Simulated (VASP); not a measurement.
Runs of VASP 6.6.1 on Cu. The structure is that of space group P6_3/mmc (No. 194), or close to it. The cells are those of the table. 

| task | cell | k mesh | cutoff (eV) | gap on the mesh (eV) | pressure (GPa) | largest force (eV/Å) |
| --- | --- | --- | --- | --- | --- | --- |
| single point | a = 2.563, b = 2.563, c = 4.071 Å, angles 90.0, 90.0, 120.9°, 2 atoms | 8 × 8 × 4 | 520 | none | (a) | 0.01 |
| single point | a = 2.861, b = 2.861, c = 4.760 Å, angles 90.0, 90.0, 121.8°, 2 atoms | 8 × 8 × 4 | 520 | none | -22.5 | - |
| relaxation of cell and atoms | relaxed from a = 2.861, b = 2.861, c = 4.760 Å, angles 90.0, 90.0, 121.8°, 2 atoms | 8 × 8 × 4 | 600 | none | -0.3 | 0.01 |
| single point | a = 2.532, b = 2.532, c = 4.130 Å, angles 90.0, 90.0, 120.0°, 2 atoms | 18 × 18 × 10 | 520 | none | 0.7 | - |

Alike in all rows: level r2SCAN; potentials or basis VASP PAW PBE potentials, release 64 (Cu); no spin polarisation; smearing gaussian 0.1 eV.

Task: Estimate the missing entries.

Result: (a) 0.6.

Caveats: some runs use coarse meshes; the PAW data sets were made with another functional, which shifts forces and pressure a little; the relaxation stopped at a loose force limit of 0.05 eV/Å, so its end isn't a converged minimum (some runs).

A gap of «none» marks levels without a gap at the run's occupations.
